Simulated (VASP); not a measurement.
# Tl (Fmmm) in VASP: notebook

The runs below take Tl through electric field gradients, with PBE.

Program: VASP 6.6.1. These are calculated values, not measurements. Logs are shortened: lines on timing, memory, paths and dates and some standing lists are left out, and cuts for length are marked.

### Step 1. The cell of the first run

Symmetry: Fmmm, No. 69, orthorhombic system. Conventional cell: a = 3.882 Å, b = 5.463 Å, c = 5.517 Å, α = 90.00°, β = 90.00°, γ = 90.00°. Within 4.4 Å of Tl (site symmetry mmm) lie 14 Tl at 3.35 to 3.88 Å.

### Step 2. Electric field gradients, PBE (xy shear strain of +1 %)

INCAR reads:

```
ALGO = Normal
EDIFF = 1E-8
ENCUT = 520
GGA = PE
ISIF = 2
ISMEAR = -1
LASPH = True
LCHARG = False
LEFG = True
LREAL = False
LWAVE = False
NBANDS = 12
NELM = 100
PREC = Accurate
SIGMA = 0.05
```

KPOINTS reads:

```
k-points
0
Gamma
  13 13 13
```

POSCAR reads:

```
Tl
1.0
   -1.9312950000      1.9312950000      1.9410000000
    1.9312950000     -1.9312950000      1.9410000000
    1.9507050000      1.9507050000     -1.9410000000
Tl
1
Direct
    0.0000000000      0.0000000000      0.0000000000
```

Potentials or basis: VASP PAW PBE potentials, release 64 (Tl_d).

Launch:

```sh
cat potpaw_PBE.64/Tl_d/POTCAR > POTCAR
mpirun -np 1 vasp_std > vasp.out
```

OUTCAR:

```text
EDIFF = 1E-8
   ENCUT = 520
   GGA = PE
   ISIF = 2
   ISMEAR = -1
   LASPH = True
   LREAL = False
   NELM = 100
   PREC = Accurate

 ion  position               nearest neighbor table
   1  0.000  0.000  0.000-

  LATTYP: Found a face centered orthorhombic cell.
 ALAT       =     3.8820000000
 B/A-ratio  =     1.4071424946
 C/A-ratio  =     1.4212846302

  Lattice vectors:

 A1 = (   3.8820000000,   0.0194100000,   0.0000000000)
 A2 = (   1.9507050000,   1.9507050000,   1.9410000000)
 A3 = (   1.9312950000,  -1.9312950000,   1.9410000000)

Analysis of symmetry for initial positions (statically):
=====================================================================
 Subroutine PRICEL returns:
 Original cell was already a primitive cell.

 Routine SETGRP: Setting up the symmetry group for a
 face centered orthorhombic supercell.

 Subroutine GETGRP returns: Found  8 space group operations
 (whereof  8 operations were pure point group operations)
 out of a pool of  8 trial point group operations.

The static configuration has the point symmetry D_2h.

Analysis of symmetry for dynamics (positions and initial velocities):
=====================================================================
 Subroutine PRICEL returns:
 Original cell was already a primitive cell.

 Routine SETGRP: Setting up the symmetry group for a
 face centered orthorhombic supercell.

 Subroutine GETGRP returns: Found  8 space group operations
 (whereof  8 operations were pure point group operations)
 out of a pool of  8 trial point group operations.

The dynamic configuration has the point symmetry D_2h.

 Subroutine INISYM returns: Found  8 space group operations
 (whereof  8 operations are pure point group operations),
 and found     1 'primitive' translations

----------------------------------------------------------------------------------------

                                     Primitive cell

  volume of cell :      29.2500

  direct lattice vectors                    reciprocal lattice vectors
    -1.931295000  1.931295000  1.941000000    -0.001288028  0.257605616  0.257599176
     1.931295000 -1.931295000  1.941000000     0.257605616 -0.001288028  0.257599176
     1.950705000  1.950705000 -1.941000000     0.256317588  0.256317588  0.000000000

  length of vectors
     3.350713619  3.350713619  3.373126294     0.364307079  0.364307079  0.362487809

  position of ions in fractional coordinates (direct lattice)
     0.000000000  0.000000000  0.000000000

  ion indices of the primitive-cell ions
   primitive index   ion index
                 1           1

----------------------------------------------------------------------------------------

 KPOINTS: k-points

Automatic generation of k-mesh.
 Grid dimensions read from file:
 generate k-points for:   13   13   13

 Generating k-lattice:

  Cartesian coordinates                     Fractional coordinates (reciprocal lattice)
    -0.000099079  0.019815817  0.019815321     0.076923077  0.000000000 -0.000000000
     0.019815817 -0.000099079  0.019815321     0.000000000  0.076923077 -0.000000000
     0.019716738  0.019716738  0.000000000     0.000000000  0.000000000  0.076923077

  Length of vectors
     0.028023621  0.028023621  0.027883678

  Shift w.r.t. Gamma in fractional coordinates (k-lattice)
     0.000000000  0.000000000  0.000000000

 Subroutine IBZKPT returns following result:
 ===========================================

 Found    343 irreducible k-points:

 Following reciprocal coordinates:
            Coordinates               Weight
  0.000000  0.000000  0.000000      1.000000
  0.076923  0.000000  0.000000      8.000000
  0.153846  0.000000  0.000000      8.000000
  0.230769  0.000000  0.000000      8.000000
  0.307692  0.000000  0.000000      8.000000
  0.384615  0.000000  0.000000      8.000000
[... 16 lines left out ...]
  0.384615  0.153846  0.000000      8.000000
  0.461538  0.153846  0.000000      8.000000
 [... further k-points ...]
   k-points           NKPTS =    343   k-points in BZ     NKDIM =    343   number of bands    NBANDS=     12
   number of dos      NEDOS =    301   number of ions     NIONS =      1
   total plane-waves  NPLWV =  21952
   dimension x,y,z NGX =    28 NGY =   28 NGZ =   28
   dimension x,y,z NGXF=    56 NGYF=   56 NGZF=   56
   ions per type =               1
   NGX,Y,Z   is equivalent  to a cutoff of  13.89, 13.89, 13.80 a.u.
   NGXF,Y,Z  is equivalent  to a cutoff of  27.78, 27.78, 27.60 a.u.
 SYSTEM =  unknown system
   PREC   = accura    normal or accurate (medium, high low for compatibility)
   ISTART =      0    job   : 0-new  1-cont  2-samecut
   ICHARG =      2    charge: 1-file 2-atom 10-const
   ISPIN  =      1    spin polarized calculation?
   LNONCOLLINEAR =      F non collinear calculations
   LSORBIT =      F    spin-orbit coupling
   LASPH  =      T    aspherical Exc in radial PAW
   ENCUT  =  520.0 eV  38.22 Ry    6.18 a.u.   6.23  6.23  6.27*2*pi/ulx,y,z
   NELM   =    100;   NELMIN=  2; NELMDL= -5     # of ELM steps
   EDIFF  = 0.1E-07   stopping-criterion for ELM
   LREAL  =      F    real-space projection
   EDIFFG = 0.1E-06   stopping-criterion for IOM
   NSW    =      0    number of steps for IOM
   IBRION =     -1    ionic relax: 0-MD 1-quasi-New 2-CG
   NFREE  =      0    steps in history (QN), initial steepest desc. (CG)
   ISIF   =      2    stress and relaxation
   ISYM   =      2    0-nonsym 1-usesym 2-fastsym
   POTIM  = 0.5000    time-step for ionic-motion
   TEBEG  =    0.0;   TEEND  =   0.0 temperature during run
   PSTRESS=    0.0 pullay stress
   NELECT =      13.0000    total number of electrons
   NUPDOWN=      -1.0000    fix difference up-down
   EMIN   =  10.00;   EMAX   =-10.00  energy-range for DOS
   EFERMI =   0.00;   METHOD = LEGACY
   ISMEAR =    -1;   SIGMA  =   0.05  broadening in eV -4-tet -1-fermi 0-gaus
   EFERMI_NEDOS =   21; number of points for ismear=-14 and -15
   IALGO  =     38    algorithm
   IMIX   =      4    mixing-type and parameters
     AMIX     =   0.40;   BMIX     =  1.00
     AMIX_MAG =   1.60;   BMIX_MAG =  1.00
  volume/ion in A,a.u.               =      29.25       197.39
  Fermi-wavevector in a.u.,A,eV,Ry     =   1.249340  2.360911 21.236665  1.560851
  Thomas-Fermi vector in A             =   2.383385
   LORBIT       =      0    0 simple, 1 ext, 2 COOP (PROOUT), +10 PAW based schemes
   GGA     = PE    functional components
   LHFCALC =     F    Hartree Fock is set to
   AEXX    =    0.0000 exact exchange contribution
   IVDW    =     0    specifies the selected vdW correction
   LEPSILON=     F    determine dielectric tensor
   LRPA    =     F    only Hartree local field effects (RPA)
 non-spin polarized calculation
  energy-cutoff  :      520.00
  volume of cell :       29.25
 maximum number of plane-waves:       802
 NGX is ok and might be reduce to    28
   NGX = 13   NGY = 13   NGZ = 13

 number of electron      13.0000002 magnetization

 Free energy of the ion-electron system (eV)
  ---------------------------------------------------
  ext. energy  EPLUGINS =         0.00000000
  ---------------------------------------------------
  free energy    TOTEN  =        -2.20649981 eV

  energy without entropy =       -2.20098530  energy(sigma->0) =       -2.20374255

 E-fermi :   6.3210     XC(G=0): -10.0802

 val. band max:        6.3171664365   @ k =  -0.2308   0.4615   0.0769
 cond. band min:       6.3285097270   @ k =   0.2308   0.2308   0.2308
 fundamental gap:      0.0113432906
 Fermi energy:         6.3210081063

 k-point     1 :       0.0000    0.0000    0.0000
  band No.  band energies     occupation
      1      -5.3198      2.00000
      2      -5.3059      2.00000
      3      -5.2916      2.00000
      4      -4.8970      2.00000
      5      -4.8968      2.00000
      6      -3.5494      2.00000
      7      16.8370      0.00000
      8      16.9433      0.00000
      9      17.0351      0.00000
     10      18.5788      0.00000
     11      18.6329      0.00000
     12      18.7026      0.00000
[... 331 lines left out ...]
 k-point    24 :       0.4615    0.1538    0.0000
  band No.  band energies     occupation
      1      -5.4418      2.00000
      2      -5.3397      2.00000
      3      -4.9415      2.00000
      4      -4.9282      2.00000
      5      -4.7154      2.00000
      6       1.3086      2.00000
      7       4.4965      2.00000
      8       9.7611      0.00000
      9      12.7801      0.00000
     10      17.4826      0.00000
     11      20.3917      0.00000
     12      21.1065      0.00000

 [... further k-points ...]

------------------------ aborting loop because EDIFF is reached ----------------------------------------

  FORCE on cell =-STRESS in cart. coord.  units (eV):
  Direction    XX          YY          ZZ          XY          YZ          ZX
  --------------------------------------------------------------------------------------
  -------------------------------------------------------------------------------------
  Total        0.4064484      0.4064484      0.4074852     -0.0164129      0.0000000      0.0000000
  in kB       22.2633367     22.2633367     22.3201257     -0.8990193      0.0000000      0.0000000
  external PRESSURE =      22.2822664 kB  Pullay stress =       0.0000000 kB

 VOLUME and BASIS-vectors are now :
 -----------------------------------------------------------------------------
  energy-cutoff  :      520.00
  volume of cell :       29.25
      direct lattice vectors                 reciprocal lattice vectors
    -1.931295000  1.931295000  1.941000000    -0.001288028  0.257605616  0.257599176
     1.931295000 -1.931295000  1.941000000     0.257605616 -0.001288028  0.257599176
     1.950705000  1.950705000 -1.941000000     0.256317588  0.256317588  0.000000000

 POSITION                                       TOTAL-FORCE (eV/Angst)
 -----------------------------------------------------------------------------------
      0.00000      0.00000      0.00000        -0.000000      0.000000     -0.000000
 -----------------------------------------------------------------------------------
    total drift:                                0.000000     -0.000000     -0.000000

  FREE ENERGIE OF THE ION-ELECTRON SYSTEM (eV)
  ---------------------------------------------------
  free  energy   TOTEN  =        -2.2064998071 eV

  energy  without entropy=       -2.2009852977  energy(sigma->0) =       -2.20374255

 Electric field gradients (V/A^2)
---------------------------------------------------------------------
 ion       V_xx      V_yy      V_zz      V_xy      V_xz      V_yz
---------------------------------------------------------------------
   1       0.064     0.064    -0.128     6.156     0.000     0.000
---------------------------------------------------------------------

 Electric field gradients after diagonalization (V/A^2)
 (convention: |V_zz| > |V_xx| > |V_yy|)
----------------------------------------------------------------------
 ion       V_xx      V_yy      V_zz     asymmetry (V_yy - V_xx)/ V_zz
----------------------------------------------------------------------
   1      -6.091    -0.128     6.220       0.959
----------------------------------------------------------------------

           NMR quadrupolar parameters

 Cq : quadrupolar parameter    Cq=e*Q*V_zz/h
 eta: asymmetry parameters     (V_yy - V_xx)/ V_zz
 Q  : nuclear electric quadrupole moment in mb (millibarn)
----------------------------------------------------------------------
 ion       Cq(MHz)       eta       Q (mb)
----------------------------------------------------------------------
   1       0.015       0.959       1.000
----------------------------------------------------------------------
```

It took 75 s on 1 thread of Intel Xeon Platinum 8488C (Sapphire Rapids), shared host; peak memory 0.24 GiB.

Results:

```yaml
Free_energy: -2.2065 eV
Pressure: 2.2 GPa
```

Electric field gradients, principal values (V/Å²):
```
atom   least  middle  greatest (by size)
1 Tl  -0.128  -6.091               6.220
```

Caveat: the cell differs from its parent crystal (xy shear strain of +1 %); without QUAD_EFG the Cq values of the log hold for a quadrupole moment of 1 mb, not for the nuclei; spin-orbit coupling is left out, which moves the levels of the heavy elements.

[end of part 1 of 2]
